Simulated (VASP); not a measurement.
# Sn (P1) in VASP: further runs

The runs below take Sn through single point, with PBEsol.

Program: VASP 6.6.1. These are calculated values, not measurements. Logs are shortened: lines on timing, memory, paths and dates and some standing lists are left out, and cuts for length are marked.

**1. The cell of the first run**

The typed cell holds 16 atoms: a = 9.282 Å, b = 9.282 Å, c = 9.282 Å, α = 60.00°, β = 60.00°, γ = 60.00°.

**2. Single point, PBEsol**

Contents of INCAR:

```
SYSTEM = Sn
PREC = Accurate
ENCUT = 520
EDIFF = 1E-6
ISMEAR = -1
SIGMA = 0.0517
LREAL = Auto
LASPH = .TRUE.
NELM = 60
ALGO = Normal
ISIF = 2
LWAVE = .FALSE.
LCHARG = .TRUE.
GGA = PS
LELF = .TRUE.
LVHAR = .TRUE.
NBANDS = 126
```

Contents of KPOINTS:

```
Automatic mesh
0
Gamma
  2 2 2
  0.5 0.5 0.5
```

Contents of POSCAR:

```
Sn
1.0
   -6.5632914754     -6.5632914754      0.0000000000
    0.0000000000     -6.5632914754      6.5632914754
   -6.5632914754      0.0000000000      6.5632914754
Sn
16
Direct
    0.7533589691      0.2625919489      0.2367003669
    0.2565900823      0.2480739285      0.2419736356
    0.7462607776      0.7462456937      0.2531130921
    0.2472062998      0.7562713036      0.2483168706
    0.7472928055      0.2514885262      0.7524094456
    0.2626589885      0.2493065417      0.7373235698
    0.7430171307      0.7476684554      0.7582105745
    0.2461172121      0.7431670555      0.7572423103
    0.3757327416      0.3697014690      0.3669810352
    0.8639243010      0.3789615331      0.3980281860
    0.3861875569      0.8717606892      0.3747809326
    0.8724009929      0.8594155876      0.3881654517
    0.3813537018      0.3643105763      0.8655282980
    0.8842499258      0.3783661002      0.8650942932
    0.3756175555      0.8748341471      0.8751859523
    0.8730716930      0.8900077075      0.8727482272
```

Potentials or basis: VASP PAW PBE potentials, release 64 (Sn_d).

Launch:

```console
$ cat potpaw_PBE.64/Sn_d/POTCAR > POTCAR
$ mpirun -np 1 vasp_std > vasp.out
```

OUTCAR:

```text
SYSTEM = Sn
   PREC = Accurate
   ENCUT = 520
   EDIFF = 1E-6
   ISMEAR = -1
   LREAL = Auto
   LASPH = .TRUE.
   NELM = 60
   ISIF = 2
   GGA = PS

 ion  position               nearest neighbor table
   1  0.753  0.263  0.237-  14 2.82   9 2.87  10 2.95  12 3.06
   2  0.257  0.248  0.242-   9 2.77  11 2.85  13 2.85  10 2.99
   3  0.746  0.746  0.253-  11 2.73  10 2.79  12 2.84  16 2.89
   4  0.247  0.756  0.248-  15 2.83  12 2.85  11 2.89   9 2.93
   5  0.747  0.251  0.752-  10 2.69  16 2.74  13 2.78  14 2.86
   6  0.263  0.249  0.737-  13 2.74   9 2.81  15 2.84  14 2.87
[... 8 lines left out ...]
  15  0.376  0.875  0.875-   7 2.78   4 2.83   6 2.84   8 2.87
  16  0.873  0.890  0.873-   5 2.74   8 2.83   3 2.89   7 2.94

  LATTYP: Found a face centered cubic cell.
 ALAT       =    13.1265829508

  Lattice vectors:

 A1 = (  -6.5632914754,  -6.5632914754,   0.0000000000)
 A2 = (   0.0000000000,  -6.5632914754,   6.5632914754)
 A3 = (  -6.5632914754,   0.0000000000,   6.5632914754)

Analysis of symmetry for initial positions (statically):
=====================================================================
 Subroutine PRICEL returns:
 Original cell was already a primitive cell.

 Routine SETGRP: Setting up the symmetry group for a
 face centered cubic supercell.

 Subroutine GETGRP returns: Found  1 space group operations
 (whereof  1 operations were pure point group operations)
 out of a pool of 48 trial point group operations.

The static configuration has the point symmetry C_1 .

Analysis of symmetry for dynamics (positions and initial velocities):
=====================================================================
 Subroutine PRICEL returns:
 Original cell was already a primitive cell.

 Routine SETGRP: Setting up the symmetry group for a
 face centered cubic supercell.

 Subroutine GETGRP returns: Found  1 space group operations
 (whereof  1 operations were pure point group operations)
 out of a pool of 48 trial point group operations.

The dynamic configuration has the point symmetry C_1 .

 Subroutine INISYM returns: Found  1 space group operations
 (whereof  1 operations are pure point group operations),
 and found     1 'primitive' translations

----------------------------------------------------------------------------------------

                                     Primitive cell

  volume of cell :     565.4511
[... 112 lines left out ...]
   IBRION =     -1    ionic relax: 0-MD 1-quasi-New 2-CG
   NFREE  =      0    steps in history (QN), initial steepest desc. (CG)
   ISIF   =      2    stress and relaxation
   ISYM   =      2    0-nonsym 1-usesym 2-fastsym
   POTIM  = 0.5000    time-step for ionic-motion
   TEBEG  =    0.0;   TEEND  =   0.0 temperature during run
   PSTRESS=    0.0 pullay stress
   NELECT =     224.0000    total number of electrons
   NUPDOWN=      -1.0000    fix difference up-down
   EMIN   =  10.00;   EMAX   =-10.00  energy-range for DOS
   EFERMI =   0.00;   METHOD = LEGACY
   ISMEAR =    -1;   SIGMA  =   0.05  broadening in eV -4-tet -1-fermi 0-gaus
   EFERMI_NEDOS =   21; number of points for ismear=-14 and -15
   IALGO  =     38    algorithm
   IMIX   =      4    mixing-type and parameters
     AMIX     =   0.40;   BMIX     =  1.00
     AMIX_MAG =   1.60;   BMIX_MAG =  1.00
  volume/ion in A,a.u.               =      35.34       238.49
  Fermi-wavevector in a.u.,A,eV,Ry     =   1.202336  2.272085 19.668740  1.445612
  Thomas-Fermi vector in A             =   2.338120
   LORBIT       =      0    0 simple, 1 ext, 2 COOP (PROOUT), +10 PAW based schemes
   GGA     = PS    functional components
   LHFCALC =     F    Hartree Fock is set to
   AEXX    =    0.0000 exact exchange contribution
   IVDW    =     0    specifies the selected vdW correction
   LEPSILON=     F    determine dielectric tensor
   LRPA    =     F    only Hartree local field effects (RPA)
 non-spin polarized calculation
  energy-cutoff  :      520.00
  volume of cell :      565.45
 maximum number of plane-waves:     15226
 NGX is ok and might be reduce to    70
   NGX = 35   NGY = 35   NGZ = 35

 number of electron     224.0000005 magnetization

 Free energy of the ion-electron system (eV)
  ---------------------------------------------------
  ext. energy  EPLUGINS =         0.00000000
  ---------------------------------------------------
  free energy    TOTEN  =       -67.12031418 eV

  energy without entropy =      -67.07964803  energy(sigma->0) =      -67.09998111

 E-fermi :   5.0710     XC(G=0):  -8.9213

 val. band max:        5.0708069743   @ k =   0.2500   0.0000   0.0000
 cond. band min:       5.0716839134   @ k =   0.0000   0.0000  -0.2500
 fundamental gap:      0.0008769391
 Fermi energy:         5.0710080286

 k-point     1 :       0.2500    0.2500    0.2500
  band No.  band energies     occupation
      1     -16.6649      2.00000
      2     -16.6483      2.00000
      3     -16.5918      2.00000
      4     -16.5891      2.00000
      5     -16.5102      2.00000
      6     -16.5054      2.00000
[... 2021 lines left out ...]
    123       7.8049      0.00000
    124       8.0792      0.00000
 [bands above 124 left out]

------------------------ aborting loop because EDIFF is reached ----------------------------------------

  FORCE on cell =-STRESS in cart. coord.  units (eV):
  Direction    XX          YY          ZZ          XY          YZ          ZX
  --------------------------------------------------------------------------------------
  -------------------------------------------------------------------------------------
  Total       -0.2703159     -0.6093081     -0.7487156     -0.2677206      1.5600558     -0.1764702
  in kB       -0.7659264     -1.7264438     -2.1214480     -0.7585728      4.4203396     -0.5000195
  external PRESSURE =      -1.5379394 kB  Pullay stress =       0.0000000 kB

 VOLUME and BASIS-vectors are now :
 -----------------------------------------------------------------------------
  energy-cutoff  :      520.00
  volume of cell :      565.45
      direct lattice vectors                 reciprocal lattice vectors
    -6.563291475 -6.563291475  0.000000000    -0.076181288 -0.076181288 -0.076181288
     0.000000000 -6.563291475  6.563291475     0.076181288 -0.076181288  0.076181288
    -6.563291475  0.000000000  6.563291475    -0.076181288  0.076181288  0.076181288

 POSITION                                       TOTAL-FORCE (eV/Angst)
 -----------------------------------------------------------------------------------
     -6.49805     -6.66798      3.27700        -0.740228      0.521012      0.046084
     -3.27222     -3.31226      3.21632         0.414631      0.578813      0.144532
     -6.55918     -9.79576      6.55908        -0.132925     -0.674410     -0.217356
     -3.25226     -6.58612      6.59341        -0.345556      0.210133     -0.041413
     -9.84298     -6.55529      6.58888        -0.419122     -0.055868      0.708821
     -6.56318     -3.36018      6.47554         0.388855      0.490797     -0.219137
[... 8 lines left out ...]
     -8.20939     -8.20708     11.48589         0.213832      0.339663      0.014384
    -11.45832    -11.57160     11.56948        -0.333744      0.832188     -0.592741
 -----------------------------------------------------------------------------------
    total drift:                               -0.007049     -0.030397      0.034310

  FREE ENERGIE OF THE ION-ELECTRON SYSTEM (eV)
  ---------------------------------------------------
  free  energy   TOTEN  =       -67.1203141787 eV

  energy  without entropy=      -67.0796480319  energy(sigma->0) =      -67.09998111
```

It took 63 min on 1 thread of Intel Xeon 8259CL, shared host; peak memory 1.1 GiB.

What came out:

```yaml
Free_energy: -67.1203 eV
Pressure: -0.2 GPa
Largest_force: 1.749 eV/Å
Band_gap_on_the_k_mesh: zero (bands 112 and 113 overlap by 0.02 eV)
```

Forces in eV/Å, atoms in the order of the input:
```
Sn  -0.740  0.521  0.046
Sn   0.415  0.579  0.145
Sn  -0.133 -0.674 -0.217
Sn  -0.346  0.210 -0.041
Sn  -0.419 -0.056  0.709
Sn   0.389  0.491 -0.219
Sn  -0.245 -0.522  0.205
Sn   0.027 -0.354 -0.196
Sn  -0.037 -0.768  0.187
Sn   0.529 -0.541 -1.577
Sn   0.425  0.710  0.471
Sn   0.550 -0.711  0.330
Sn  -0.094 -0.144  0.830
Sn  -0.201  0.088 -0.093
Sn   0.214  0.340  0.014
Sn  -0.334  0.832 -0.593
```

Caveat: the k points lie up to 0.41 Å⁻¹ apart; the atoms stand as in a frame of molecular dynamics; the PAW data sets were made with another functional, which shifts forces and pressure a little; spin-orbit coupling is left out, which moves the levels of the heavy elements.

(Part 1 of 2 ends here.)

The gap in the log of VASP goes by the Fermi energy; the results here count the filled bands.